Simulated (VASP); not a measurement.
Input of a VASP 6.6.1 run:

Contents of INCAR:

```
SYSTEM = Pb
PREC = Accurate ; ENCUT = 520
EDIFF = 1E-7 ; ISMEAR = -1
SIGMA = 0.05 ; LREAL = .FALSE.
LASPH = .TRUE. ; NELM = 150
ALGO = Normal ; ISIF = 2
LWAVE = .FALSE. ; LCHARG = .FALSE.
LNONCOLLINEAR = .TRUE. ; MAGMOM = 0 0 0
LORBIT = 11 ; LSORBIT = .TRUE.
GGA_COMPAT = .FALSE. ; LORBMOM = .TRUE.
GGA = PS ; NBANDS = 25
```

File KPOINTS:

```
regular mesh
0
G
  9 9 9
  0 0 0
```

The input POSCAR:

```
Pb
1.0
    0.0000000000      2.4244952108      2.4244952108
    2.4244952108      0.0000000000      2.4244952108
    2.4244952108      2.4244952108      0.0000000000
Pb
1
Direct
    0.0000000000      0.0000000000      0.0000000000
```

Potentials or basis: VASP PAW PBE potentials, release 64 (Pb_d).

Run with:

```sh
$ cat potpaw_PBE.64/Pb_d/POTCAR > POTCAR
$ mpirun -np 1 vasp_ncl > vasp.out
```

(1) Predict the pressure.

(2) Estimate the net moment.

Results:

(1) 2.6 GPa.

(2) 0.00 μB per cell.

Caveat: the PAW data sets were made with another functional, which shifts forces and pressure a little.
